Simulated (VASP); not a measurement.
Set up this calculation in VASP 6.6.1, as the native input.

```
Task                   : single point
Functional             : PBE
Potentials or basis    : VASP PAW PBE potentials, release 64 (Cd)
Cutoff                 : 520 eV
k mesh                 : 15 × 15 × 4
Occupations            : fermi-dirac, width 0.1 eV
Spin                   : no spin polarisation
Dipole correction      : no
Further INCAR settings : ALGO = Normal; EDIFF = 1e-07; NBANDS = 32
```

The structure of Cd lies in POSCAR:

```
Cd
1.0
    3.2893454051      0.0000000000      0.0000000000
   -1.6446727025      2.8486566827      0.0000000000
    0.0000000000      0.0000000000     10.5096852384
Cd
4
Direct
    0.0000000000      1.0000000000      0.0000000000
    0.0000000000      0.0000000000      0.5000000000
    0.3333333333      0.6666666667      0.2500000000
    0.6666666667      0.3333333333      0.7500000000
```

The input as run:

INCAR

```
PREC = Accurate ; ENCUT = 520
EDIFF = 1E-7 ; ISMEAR = -1
SIGMA = 0.1 ; LREAL = F
LASPH = T ; NELM = 80
ALGO = Normal ; ISIF = 2
LWAVE = F ; LCHARG = F
GGA = PE ; NBANDS = 32
```

KPOINTS

```
regular mesh
0
Gamma
  15 15 4
```

Potentials or basis: VASP PAW PBE potentials, release 64 (Cd).

The run is started by

```console
$ cat potpaw_PBE.64/Cd/POTCAR > POTCAR
$ mpirun -np 1 vasp_std > vasp.out
```

Results of the run:

```
Pressure               : -2.3 GPa
Band gap on the k mesh : zero (bands 24 and 25 overlap by 2.41 eV)
```

It used 130 s of CPU time on 1 thread of Intel(R) Xeon(R) Platinum 8488C (Sapphire Rapids), with other jobs on the host.
